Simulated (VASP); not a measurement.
# AgCl (P4/mmm) in VASP: further runs, part 2 of 2

VASP 6.6.1. Earlier steps stand in the parts before.

## 4. Single point, PBEsol

This run uses another cell than the first one, of the same volume but with other edges.

INCAR reads:

```
ALGO = Normal
EDIFF = 1E-6
ENCUT = 520
GGA = PS
ISIF = 2
ISMEAR = 0
LASPH = True
LCHARG = False
LREAL = False
LWAVE = False
NBANDS = 16
NELM = 80
PREC = Accurate
SIGMA = 0.05
```

KPOINTS reads:

```
k-points
0
Gamma
  12 12 12
```

POSCAR reads:

```
AgCl
1.0
    3.2314923152      0.0000000000      0.0000000000
    0.0000000000      3.2314923152      0.0000000000
    0.0000000000      0.0000000000      3.8777907782
Ag Cl
1 1
Direct
    0.0000000000      0.0000000000      0.0000000000
    0.5000000000      0.5000000000      0.5000000000
```

Potentials or basis: VASP PAW PBE potentials, release 64 (Ag, Cl).

Launch:

```console
> cat potpaw_PBE.64/Ag/POTCAR potpaw_PBE.64/Cl/POTCAR > POTCAR
> mpirun -np 1 vasp_std > vasp.out
```

OUTCAR:

```text
EDIFF = 1E-6
   ENCUT = 520
   GGA = PS
   ISIF = 2
   ISMEAR = 0
   LASPH = True
   LREAL = False
   NELM = 80
   PREC = Accurate

 ion  position               nearest neighbor table
   1  0.000  0.000  0.000-   2 3.00   2 3.00   2 3.00   2 3.00   2 3.00   2 3.00   2 3.00   2 3.00

   2  0.500  0.500  0.500-   1 3.00   1 3.00   1 3.00   1 3.00   1 3.00   1 3.00   1 3.00   1 3.00

  LATTYP: Found a simple tetragonal cell.
 ALAT       =     3.2314923152
 C/A-ratio  =     1.2000000000

  Lattice vectors:

 A1 = (   3.2314923152,   0.0000000000,   0.0000000000)
 A2 = (   0.0000000000,   3.2314923152,   0.0000000000)
 A3 = (   0.0000000000,   0.0000000000,   3.8777907782)

Analysis of symmetry for initial positions (statically):
=====================================================================
 Subroutine PRICEL returns:
 Original cell was already a primitive cell.

 Routine SETGRP: Setting up the symmetry group for a
 simple tetragonal supercell.

 Subroutine GETGRP returns: Found 16 space group operations
 (whereof 16 operations were pure point group operations)
 out of a pool of 16 trial point group operations.

The static configuration has the point symmetry D_4h.

[... 160 lines left out ...]
 E-fermi :   3.9967     XC(G=0): -10.6215

 val. band max:        3.9917632595   @ k =   0.0000   0.0000   0.0000
 cond. band min:       4.3199873988   @ k =   0.0000   0.0000   0.0833
 fundamental gap:      0.3282241393
 Fermi energy:         3.9967458117

 k-point     1 :       0.0000    0.0000    0.0000
  band No.  band energies     occupation
      1     -10.7563      2.00000
      2       0.7185      2.00000
      3       0.8826      2.00000
      4       1.3132      2.00000
      5       1.8586      2.00000
      6       1.8586      2.00000
[... 433 lines left out ...]
      3       0.6380      2.00000
      4       0.9156      2.00000
      5       1.4657      2.00000
      6       1.4767      2.00000
[... 8 lines left out ...]
     15      16.6108      0.00000
     16      20.0961      0.00000

 [... further k-points ...]

------------------------ aborting loop because EDIFF is reached ----------------------------------------

  FORCE on cell =-STRESS in cart. coord.  units (eV):
  Direction    XX          YY          ZZ          XY          YZ          ZX
  --------------------------------------------------------------------------------------
  -------------------------------------------------------------------------------------
  Total       -0.4445672     -0.4445672     -2.5546653      0.0000000      0.0000000      0.0000000
  in kB      -17.5896574    -17.5896574   -101.0773759      0.0000000      0.0000000      0.0000000
  external PRESSURE =     -45.4188969 kB  Pullay stress =       0.0000000 kB

 VOLUME and BASIS-vectors are now :
 -----------------------------------------------------------------------------
  energy-cutoff  :      520.00
  volume of cell :       40.49
      direct lattice vectors                 reciprocal lattice vectors
     3.231492315  0.000000000  0.000000000     0.309454550  0.000000000  0.000000000
     0.000000000  3.231492315  0.000000000     0.000000000  0.309454550  0.000000000
     0.000000000  0.000000000  3.877790778     0.000000000  0.000000000  0.257878792

 POSITION                                       TOTAL-FORCE (eV/Angst)
 -----------------------------------------------------------------------------------
      0.00000      0.00000      0.00000         0.000000      0.000000      0.000000
      1.61575      1.61575      1.93890         0.000000      0.000000      0.000000
 -----------------------------------------------------------------------------------
    total drift:                                0.000000      0.000000     -0.000000

  FREE ENERGIE OF THE ION-ELECTRON SYSTEM (eV)
  ---------------------------------------------------
  free  energy   TOTEN  =        -5.6389131198 eV

  energy  without entropy=       -5.6388508747  energy(sigma->0) =       -5.63888200
```

OSZICAR:

```text
N       E                     dE             d eps       ncg     rms          rms(c)
DAV:   1     0.979666906216E+02    0.97967E+02   -0.86596E+03  6376   0.102E+03
DAV:   2    -0.246137169326E+01   -0.10043E+03   -0.91979E+02  7840   0.221E+02
DAV:   3    -0.595073390243E+01   -0.34894E+01   -0.34814E+01  7640   0.435E+01
DAV:   4    -0.597277228144E+01   -0.22038E-01   -0.22037E-01  8192   0.377E+00
DAV:   5    -0.597303549982E+01   -0.26322E-03   -0.26322E-03  7720   0.402E-01    0.588E+00
DAV:   6    -0.565208981481E+01    0.32095E+00   -0.50979E-01  7888   0.104E+01    0.397E+00
DAV:   7    -0.564414449245E+01    0.79453E-02   -0.11580E-01  6864   0.224E+00    0.209E+00
DAV:   8    -0.563921530358E+01    0.49292E-02   -0.88602E-03  8048   0.881E-01    0.368E-01
DAV:   9    -0.563888421864E+01    0.33108E-03   -0.68694E-04  8048   0.424E-01    0.903E-02
DAV:  10    -0.563891275174E+01   -0.28533E-04   -0.12462E-04  7240   0.109E-01    0.385E-02
DAV:  11    -0.563891311985E+01   -0.36810E-06   -0.27246E-06  8072   0.135E-02
   1 F= -.56389131E+01 E0= -.56388820E+01  d E =-.622452E-04
```

stdout:

```text
POSCAR found type information on POSCAR AgCl
 POSCAR found :  2 types and       2 ions
 scaLAPACK will be used
 -----------------------------------------------------------------------------
|                                                                             |
|                                                                             |
|     You enforced a specific xc type in the INCAR file but a different       |
|     I HOPE YOU KNOW WHAT YOU ARE DOING!                                     |
|                                                                             |
 -----------------------------------------------------------------------------

 LDA part: xc-table for (Slater+PW92), standard interpolation
 POSCAR, INCAR and KPOINTS ok, starting setup
 FFT: planning ... GRIDC
 FFT: planning ... GRID_SOFT
 FFT: planning ... GRID
 WAVECAR not read
 entering main loop
```

It took 93 s on 1 thread of AMD EPYC 7R43 (Zen 3), shared host; peak memory 0.2 GiB.

What came out:

- Free energy: -5.6389 eV
- Pressure: -4.5 GPa

Levels at points of the mesh, in eV from the Fermi level:
| k point | band 5 | band 6 | band 7 | band 8 | band 9 | band 10 | band 11 | band 12 | band 13 | band 14 |
| --- | --- | --- | --- | --- | --- | --- | --- | --- | --- | --- |
| (0.00, 0.00, 0.00) | -2.14 | -2.14 | -1.99 | -1.05 | -1.05 | 0.00 | 8.81 | 9.69 | 11.60 | 14.09 |
| (0.50, 0.00, 0.00) | -2.75 | -2.06 | -1.50 | -0.35 | -0.05 | 3.86 | 5.17 | 7.61 | 9.57 | 11.40 |
| (0.50, 0.50, 0.00) | -2.63 | -2.63 | -2.48 | -1.63 | -1.55 | 3.58 | 7.78 | 7.78 | 10.11 | 12.20 |
| (0.00, 0.00, 0.50) | -2.78 | -2.25 | -1.97 | -0.05 | -0.05 | 4.53 | 5.27 | 9.38 | 10.64 | 10.64 |
| (0.50, 0.00, 0.50) | -2.41 | -2.41 | -2.19 | -1.92 | -0.52 | 2.13 | 7.57 | 9.83 | 10.66 | 13.91 |
| (0.50, 0.50, 0.50) | -1.92 | -1.63 | -0.71 | -0.71 | -0.34 | 4.36 | 4.36 | 4.83 | 6.67 | 14.77 |

Caveat: the PAW data sets were made with another functional, which shifts forces and pressure a little.

## 5. The runs side by side

```csv
cell,gap on the mesh (eV),pressure (GPa)
"a = 3.855, b = 3.855, c = 2.725 Å, 2 atoms",none,-0.7
"a = 3.625, b = 3.625, c = 3.081 Å, 2 atoms",none,-4.2
"a = 3.231, b = 3.231, c = 3.878 Å, 2 atoms",-,-4.5
```

Alike in all rows: task single point; level PBEsol; potentials or basis VASP PAW PBE potentials, release 64 (Ag, Cl); no spin polarisation; k mesh 12 × 12 × 12; cutoff (eV) 520; smearing gaussian 0.05 eV.

Caveats: the PAW data sets were made with another functional, which shifts forces and pressure a little.

Total energies depend on the potentials used, so only differences within one code and one set of settings carry meaning.
